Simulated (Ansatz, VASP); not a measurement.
**MgS: VASP beside Ansatz**

```
CELL_PARAMETERS angstrom
0.00000 2.60152 2.60152
2.60152 0.00000 2.60152
2.60152 2.60152 0.00000
ATOMIC_POSITIONS crystal
Mg 0.00000 0.00000 0.00000
S 0.50000 0.50000 0.50000
```

Alike in both runs: task single point; functional PBE-based screened hybrid; k mesh 4 × 4 × 4; no spin polarisation.

|  | VASP | Ansatz |
| --- | --- | --- |
| version | VASP 6.6.1 | Ansatz 0.2.0 |
| potentials or method | VASP PAW PBE potentials, release 64 (Mg, S) | plane waves |
| plane-wave cutoff (eV) | 520 | 420 |
| occupations | gaussian, width 0.01 eV | fixed |
| valence electrons in the cell | 8 | 16 |

VASP gave:

- gap on the k mesh at the Fermi level (eV): 3.06
- pressure (GPa): 0.6

Problem. What did Ansatz give for the same quantities?

Solution. gap on the k mesh at the Fermi level (eV): 3.09; pressure (GPa): 1.0.

VASP's potentials were made for PBE, not for PBE-based screened hybrid. VASP's potentials hold 8 valence electrons a cell and Ansatz's 16, so a difference there can come from the potentials and not from the codes. Ansatz's warnings: stress exchange threshold loose, stress scf threshold loose.

The k mesh is coarse, so the values compare programs but aren't converged.
